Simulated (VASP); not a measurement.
# Rb2Si2B (I4/mmm) in VASP: single point with PBE

Aim: the single point of Rb2Si2B with PBE.

Everything below comes from runs of VASP 6.6.1. Logs are shortened: lines on timing, memory, paths and dates and some standing lists are left out, and cuts for length are marked.

## (1) The cell of the first run

The structure is tetragonal, space group I4/mmm (No. 139). The conventional cell has a = 3.536 Å, b = 3.536 Å, c = 21.586 Å, α = 90.00°, β = 90.00°, γ = 90.00°. Within 4.3 Å of Rb (site symmetry 4mm) lie 4 B at 3.25 Å and 5 Rb at 3.54 to 4.17 Å and 4 Si at 3.76 Å. Within 3.3 Å of Si (site symmetry -4m2) lie 4 Si at 2.50 Å. B (site symmetry 4/mmm) has 8 Rb at 3.25 Å and 4 B at 3.54 Å within 4.3 Å.

## (2) Single point, PBE

INCAR

```
SYSTEM = Rb2Si2B
ALGO = Normal ; EDIFF = 1E-6
ENCUT = 520 ; GGA = PE
ISIF = 2 ; ISMEAR = 0
LASPH = .TRUE. ; LCHARG = .FALSE.
LREAL = .FALSE. ; LWAVE = .FALSE.
NBANDS = 22 ; NELM = 60
PREC = Accurate ; SIGMA = 0.1
```

KPOINTS

```
k-points
0
G
  6 6 6
  0 0 0
```

POSCAR

```
Rb2Si2B
1.0
   -1.7677608492      1.7677608492     10.7931063822
    1.7677608492     -1.7677608492     10.7931063822
    1.7677608492      1.7677608492    -10.7931063822
Rb Si B
2 2 1
Direct
    0.4035094992      0.4035094992      0.0000000000
    0.5964905008      0.5964905008      0.0000000000
    0.2500000000      0.7500000000      0.5000000000
    0.7500000000      0.2500000000      0.5000000000
    0.0000000000      0.0000000000      0.0000000000
```

Potentials or basis: VASP PAW PBE potentials, release 64 (Rb_sv, Si, B).

On the command line:

```sh
$ cat potpaw_PBE.64/Rb_sv/POTCAR potpaw_PBE.64/Si/POTCAR potpaw_PBE.64/B/POTCAR > POTCAR
$ mpirun -np 1 vasp_std > vasp.out
```

OUTCAR:

```text
SYSTEM = Rb2Si2B
   EDIFF = 1E-6
   ENCUT = 520
   GGA = PE
   ISIF = 2
   ISMEAR = 0
   LASPH = .TRUE.
   LREAL = .FALSE.
   NELM = 60
   PREC = Accurate

 ion  position               nearest neighbor table
   1  0.404  0.404  0.000-   5 3.25   5 3.25   5 3.25   5 3.25   4 3.76   3 3.76   3 3.76   4 3.76
                             2 4.17   2 5.46   2 5.46   2 5.46   2 5.46
   2  0.596  0.596  0.000-   5 3.25   5 3.25   5 3.25   5 3.25   4 3.76   3 3.76   3 3.76   4 3.76
                             1 4.17   1 5.46   1 5.46   1 5.46   1 5.46
   3  0.250  0.750  0.500-   4 2.50   4 2.50   4 2.50   4 2.50   1 3.76   2 3.76   2 3.76   1 3.76

   4  0.750  0.250  0.500-   3 2.50   3 2.50   3 2.50   3 2.50   1 3.76   2 3.76   1 3.76   2 3.76

   5  0.000  0.000  0.000-   2 3.25   2 3.25   2 3.25   1 3.25   2 3.25   1 3.25   1 3.25   1 3.25

  LATTYP: Found a body centered tetragonal cell.
 ALAT       =     3.5355216984
 C/A-ratio  =     6.1055240516

  Lattice vectors:

 A1 = (  -1.7677608492,   1.7677608492,  10.7931063822)
 A2 = (   1.7677608492,  -1.7677608492,  10.7931063822)
 A3 = (   1.7677608492,   1.7677608492, -10.7931063822)

Analysis of symmetry for initial positions (statically):
=====================================================================
 Subroutine PRICEL returns:
 Original cell was already a primitive cell.

 Routine SETGRP: Setting up the symmetry group for a
 body centered tetragonal supercell.

 Subroutine GETGRP returns: Found 16 space group operations
 (whereof 16 operations were pure point group operations)
 out of a pool of 16 trial point group operations.

The static configuration has the point symmetry D_4h.

Analysis of symmetry for dynamics (positions and initial velocities):
=====================================================================
 Subroutine PRICEL returns:
 Original cell was already a primitive cell.

 Routine SETGRP: Setting up the symmetry group for a
 body centered tetragonal supercell.

 Subroutine GETGRP returns: Found 16 space group operations
 (whereof 16 operations were pure point group operations)
 out of a pool of 16 trial point group operations.

The dynamic configuration has the point symmetry D_4h.

 Subroutine INISYM returns: Found 16 space group operations
 (whereof 16 operations are pure point group operations),
 and found     1 'primitive' translations

----------------------------------------------------------------------------------------

                                     Primitive cell

  volume of cell :     134.9129

  direct lattice vectors                    reciprocal lattice vectors
    -1.767760849  1.767760849 10.793106382     0.000000000  0.282843689  0.046325866
     1.767760849 -1.767760849 10.793106382     0.282843689  0.000000000  0.046325866
     1.767760849  1.767760849-10.793106382     0.282843689  0.282843689  0.000000000

  length of vectors
    11.078858344 11.078858344 11.078858344     0.286612349  0.286612349  0.400001381

  position of ions in fractional coordinates (direct lattice)
     0.403509499  0.403509499  0.000000000
     0.596490501  0.596490501  0.000000000
     0.250000000  0.750000000  0.500000000
     0.750000000  0.250000000  0.500000000
     0.000000000  0.000000000  0.000000000

  ion indices of the primitive-cell ions
   primitive index   ion index
                 1           1
                 2           2
                 3           3
                 4           4
                 5           5

----------------------------------------------------------------------------------------

 KPOINTS: k-points

Automatic generation of k-mesh.
 Grid dimensions read from file:
 generate k-points for:    6    6    6

 Generating k-lattice:

  Cartesian coordinates                     Fractional coordinates (reciprocal lattice)
     0.000000000  0.047140615  0.007720978     0.166666667  0.000000000 -0.000000000
     0.047140615  0.000000000  0.007720978     0.000000000  0.166666667 -0.000000000
     0.047140615  0.047140615  0.000000000     0.000000000  0.000000000  0.166666667

  Length of vectors
     0.047768725  0.047768725  0.066666897

  Shift w.r.t. Gamma in fractional coordinates (k-lattice)
     0.000000000  0.000000000  0.000000000

 Subroutine IBZKPT returns following result:
 ===========================================

 Found     30 irreducible k-points:

 Following reciprocal coordinates:
            Coordinates               Weight
  0.000000  0.000000  0.000000      1.000000
  0.166667  0.000000  0.000000      8.000000
  0.333333  0.000000  0.000000      8.000000
  0.500000  0.000000 -0.000000      4.000000
  0.166667  0.166667  0.000000      8.000000
  0.333333  0.166667  0.000000     16.000000
[... 16 lines left out ...]
 -0.333333 -0.333333  0.166667      8.000000
 -0.166667 -0.333333  0.166667      8.000000
 [... further k-points ...]
   k-points           NKPTS =     30   k-points in BZ     NKDIM =     30   number of bands    NBANDS=     22
   number of dos      NEDOS =    301   number of ions     NIONS =      5
   total plane-waves  NPLWV = 592704
   dimension x,y,z NGX =    84 NGY =   84 NGZ =   84
   dimension x,y,z NGXF=   168 NGYF=  168 NGZF=  168
   ions per type =               2   2   1
   NGX,Y,Z   is equivalent  to a cutoff of  12.60, 12.60, 12.60 a.u.
   NGXF,Y,Z  is equivalent  to a cutoff of  25.21, 25.21, 25.21 a.u.
 SYSTEM =  Rb2Si2B
   PREC   = accura    normal or accurate (medium, high low for compatibility)
   ISTART =      0    job   : 0-new  1-cont  2-samecut
   ICHARG =      2    charge: 1-file 2-atom 10-const
   ISPIN  =      1    spin polarized calculation?
   LNONCOLLINEAR =      F non collinear calculations
   LSORBIT =      F    spin-orbit coupling
   LASPH  =      T    aspherical Exc in radial PAW
   ENCUT  =  520.0 eV  38.22 Ry    6.18 a.u.  20.60 20.60 20.60*2*pi/ulx,y,z
   NELM   =     60;   NELMIN=  2; NELMDL= -5     # of ELM steps
   EDIFF  = 0.1E-05   stopping-criterion for ELM
   LREAL  =      F    real-space projection
   EDIFFG = 0.1E-04   stopping-criterion for IOM
   NSW    =      0    number of steps for IOM
   IBRION =     -1    ionic relax: 0-MD 1-quasi-New 2-CG
   NFREE  =      0    steps in history (QN), initial steepest desc. (CG)
   ISIF   =      2    stress and relaxation
   ISYM   =      2    0-nonsym 1-usesym 2-fastsym
   POTIM  = 0.5000    time-step for ionic-motion
   TEBEG  =    0.0;   TEEND  =   0.0 temperature during run
   PSTRESS=    0.0 pullay stress
   NELECT =      29.0000    total number of electrons
   NUPDOWN=      -1.0000    fix difference up-down
   EMIN   =  10.00;   EMAX   =-10.00  energy-range for DOS
   EFERMI =   0.00;   METHOD = LEGACY
   ISMEAR =     0;   SIGMA  =   0.10  broadening in eV -4-tet -1-fermi 0-gaus
   EFERMI_NEDOS =   21; number of points for ismear=-14 and -15
   IALGO  =     38    algorithm
   IMIX   =      4    mixing-type and parameters
     AMIX     =   0.40;   BMIX     =  1.00
     AMIX_MAG =   1.60;   BMIX_MAG =  1.00
  volume/ion in A,a.u.               =      26.98       182.09
  Fermi-wavevector in a.u.,A,eV,Ry     =   0.980670  1.853198 13.084916  0.961714
  Thomas-Fermi vector in A             =   2.111618
   LORBIT       =      0    0 simple, 1 ext, 2 COOP (PROOUT), +10 PAW based schemes
   GGA     = PE    functional components
   LHFCALC =     F    Hartree Fock is set to
   AEXX    =    0.0000 exact exchange contribution
   IVDW    =     0    specifies the selected vdW correction
   LEPSILON=     F    determine dielectric tensor
   LRPA    =     F    only Hartree local field effects (RPA)
 non-spin polarized calculation
 Gauss-broadening in eV      SIGMA  =   0.10
  energy-cutoff  :      520.00
  volume of cell :      134.91
 maximum number of plane-waves:      3701
 NGX is ok and might be reduce to    84
   NGX = 41   NGY = 41   NGZ = 41

 number of electron      29.0000000 magnetization

 Free energy of the ion-electron system (eV)
  ---------------------------------------------------
  ext. energy  EPLUGINS =         0.00000000
  ---------------------------------------------------
  free energy    TOTEN  =       -14.45361419 eV

  energy without entropy =      -14.42164330  energy(sigma->0) =      -14.43762875

 E-fermi :   2.7275     XC(G=0):  -8.5195

 val. band max:        2.7256208296   @ k =   0.1667   0.1667   0.1667
 cond. band min:       2.7552731825   @ k =   0.3333   0.3333   0.0000
 fundamental gap:      0.0296523529
 Fermi energy:         2.7275324272

 k-point     1 :       0.0000    0.0000    0.0000
  band No.  band energies     occupation
      1     -24.9169      2.00000
      2     -24.9073      2.00000
      3      -9.3289      2.00000
      4      -8.9364      2.00000
      5      -8.5781      2.00000
      6      -8.5781      2.00000
[... 14 lines left out ...]
     21       6.7000      0.00000
     22       6.8035      0.00000

 k-point     2 :       0.1667    0.0000    0.0000
  band No.  band energies     occupation
      1     -24.8901      2.00000
      2     -24.8808      2.00000
      3      -9.2246      2.00000
      4      -8.9145      2.00000
      5      -8.8934      2.00000
      6      -8.8713      2.00000
[... 14 lines left out ...]
     21       7.0423      0.00000
     22       7.1839      0.00000

 k-point     3 :       0.3333    0.0000    0.0000
  band No.  band energies     occupation
      1     -24.8358      2.00000
      2     -24.8271      2.00000
      3      -9.4864      2.00000
      4      -9.4282      2.00000
      5      -9.0250      2.00000
      6      -8.8117      2.00000
[... 14 lines left out ...]
     21       6.5050      0.00000
     22       7.3724      0.00000

 k-point     4 :       0.5000    0.0000   -0.0000
  band No.  band energies     occupation
      1     -24.8082      2.00000
      2     -24.7998      2.00000
      3      -9.7444      2.00000
      4      -9.6819      2.00000
      5      -8.9340      2.00000
      6      -8.7642      2.00000
[... 14 lines left out ...]
     21       6.9219      0.00000
     22       7.2804      0.00000

 k-point     5 :       0.1667    0.1667    0.0000
  band No.  band energies     occupation
      1     -24.8637      2.00000
      2     -24.8547      2.00000
      3      -9.1320      2.00000
      4      -8.9107      2.00000
      5      -8.8657      2.00000
      6      -8.8603      2.00000
[... 14 lines left out ...]
     21       6.8600      0.00000
     22       7.7442      0.00000

 k-point     6 :       0.3333    0.1667    0.0000
  band No.  band energies     occupation
      1     -24.8101      2.00000
      2     -24.8016      2.00000
      3      -9.4337      2.00000
      4      -9.3822      2.00000
      5      -8.9604      2.00000
      6      -8.7872      2.00000
[... 14 lines left out ...]
     21       7.3503      0.00000
     22       7.9598      0.00000

 k-point     7 :       0.5000    0.1667   -0.0000
  band No.  band energies     occupation
      1     -24.7828      2.00000
      2     -24.7747      2.00000
      3      -9.6859      2.00000
      4      -9.6296      2.00000
      5      -8.8870      2.00000
      6      -8.7455      2.00000
[... 324 lines left out ...]
      6      -9.2573      2.00000
[... 14 lines left out ...]
     21       7.2996      0.00000
     22       8.5458      0.00000

 k-point    21 :      -0.3333    0.5000    0.1667
  band No.  band energies     occupation
      1     -24.8100      2.00000
      2     -24.8016      2.00000
      3      -9.4332      2.00000
      4      -9.3833      2.00000
      5      -8.9460      2.00000
      6      -8.7981      2.00000
[... 14 lines left out ...]
     21       7.4021      0.00000
     22       7.9888      0.00000

 k-point    22 :      -0.1667    0.5000    0.1667
  band No.  band energies     occupation
      1     -24.8357      2.00000
      2     -24.8271      2.00000
      3      -9.4856      2.00000
      4      -9.4297      2.00000
      5      -9.0045      2.00000
      6      -8.8353      2.00000
[... 14 lines left out ...]
     21       6.4578      0.00000
     22       7.4811      0.00000

 k-point    23 :      -0.3333   -0.3333    0.1667
  band No.  band energies     occupation
      1     -24.8637      2.00000
      2     -24.8547      2.00000
      3      -9.1013      2.00000
      4      -8.9310      2.00000
      5      -8.8838      2.00000
      6      -8.8626      2.00000
[... 14 lines left out ...]
     21       6.7838      0.00000
     22       7.7668      0.00000

 k-point    24 :      -0.1667   -0.3333    0.1667
  band No.  band energies     occupation
      1     -24.8901      2.00000
      2     -24.8808      2.00000
      3      -9.1940      2.00000
      4      -8.9560      2.00000
      5      -8.8967      2.00000
      6      -8.8719      2.00000
[... 14 lines left out ...]
     21       7.1457      0.00000
     22       7.3039      0.00000

 [... further k-points ...]

------------------------ aborting loop because EDIFF is reached ----------------------------------------

  FORCE on cell =-STRESS in cart. coord.  units (eV):
  Direction    XX          YY          ZZ          XY          YZ          ZX
  --------------------------------------------------------------------------------------
  -------------------------------------------------------------------------------------
  Total       -0.0910750     -0.0910750      0.0301219      0.0000000     -0.0000000      0.0000000
  in kB       -1.0815740     -1.0815740      0.3577174      0.0000000     -0.0000000      0.0000000
  external PRESSURE =      -0.6018102 kB  Pullay stress =       0.0000000 kB

 VOLUME and BASIS-vectors are now :
 -----------------------------------------------------------------------------
  energy-cutoff  :      520.00
  volume of cell :      134.91
      direct lattice vectors                 reciprocal lattice vectors
    -1.767760849  1.767760849 10.793106382     0.000000000  0.282843689  0.046325866
     1.767760849 -1.767760849 10.793106382     0.282843689  0.000000000  0.046325866
     1.767760849  1.767760849-10.793106382     0.282843689  0.282843689  0.000000000

 POSITION                                       TOTAL-FORCE (eV/Angst)
 -----------------------------------------------------------------------------------
      0.00000      0.00000      8.71024         0.000000      0.000000      0.004140
      0.00000      0.00000     12.87597        -0.000000     -0.000000     -0.004140
      1.76776      0.00000      5.39655        -0.000000     -0.000000      0.000000
      0.00000      1.76776      5.39655        -0.000000     -0.000000      0.000000
      0.00000      0.00000      0.00000        -0.000000     -0.000000      0.000000
 -----------------------------------------------------------------------------------
    total drift:                                0.000000     -0.000000      0.000000

  FREE ENERGIE OF THE ION-ELECTRON SYSTEM (eV)
  ---------------------------------------------------
  free  energy   TOTEN  =       -14.4536141949 eV

  energy  without entropy=      -14.4216433004  energy(sigma->0) =      -14.43762875
```

Run time: 29 min. Hardware: 1 thread of Oxide Virtual Turin-like, shared host; peak memory 1.1 GiB.

What came out:

```
Free energy            : -14.4536 eV
Pressure               : -0.1 GPa
Largest force          : 0.004 eV/Å
Band gap on the k mesh : zero (an odd number of electrons rules out a gap without spin polarisation)
```

Forces in eV/Å, atoms in the order of the input:
```
Rb   0.000  0.000  0.004
Rb   0.000  0.000 -0.004
Si   0.000  0.000  0.000
Si   0.000  0.000  0.000
B    0.000  0.000  0.000
```

Stress tensor (GPa, compression positive):
```
-0.11  0.00  0.00
 0.00 -0.11  0.00
 0.00  0.00  0.04
```

Levels at points of the mesh, in eV from the Fermi level:
```tsv
k point	band 10	band 11	band 12	band 13	band 14	band 15	band 16	band 17	band 18	band 19
(0.00, 0.00, 0.00)	-5.75	-3.51	-1.08	-1.08	-0.80	0.09	1.36	2.23	2.23	3.02
(0.50, 0.00, 0.00)	-8.21	-4.92	-1.25	-0.91	-0.60	0.43	1.54	1.54	2.53	3.06
(0.50, 0.50, 0.00)	-6.00	-4.82	-4.81	-4.33	-0.50	-0.41	-0.29	0.59	0.75	2.45
(0.50, 0.50, 0.50)	-5.81	-3.34	-1.12	-1.08	-1.08	0.09	2.06	2.24	2.24	2.72
```
